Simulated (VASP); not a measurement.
A run of VASP 6.6.1 is set up as follows.

File INCAR:

```
ALGO = Normal
EDIFF = 1E-7
ENCUT = 520
GGA = PS
ISIF = 2
ISMEAR = 0
LASPH = T
LCHARG = F
LREAL = F
LWAVE = F
NBANDS = 16
NELM = 60
PREC = Accurate
SIGMA = 0.05
```

File KPOINTS:

```
k-points
0
Gamma
  12 12 12
```

The input POSCAR:

```
NbAs
1.0
    0.0000000000      2.6377696511      2.6377696511
    2.6377696511      0.0000000000      2.6377696511
    2.6377696511      2.6377696511      0.0000000000
Nb As
1 1
Direct
    0.5000000000      0.5000000000      0.5000000000
    0.0000000000      0.0000000000      0.0000000000
```

Potentials or basis: VASP PAW PBE potentials, release 64 (Nb_sv, As).

Command:

```sh
$ cat potpaw_PBE.64/Nb_sv/POTCAR potpaw_PBE.64/As/POTCAR > POTCAR
$ mpirun -np 1 vasp_std > vasp.out
```

Problem. Estimate the pressure.

Solution. -5.2 GPa.

Problem. Estimate the band gap on the k mesh.

Solution. Zero (band 9 reaches 10.14 eV, above the bottom of band 10 at 8.28 eV).

Caveat: the PAW data sets were made with another functional, which shifts forces and pressure a little.
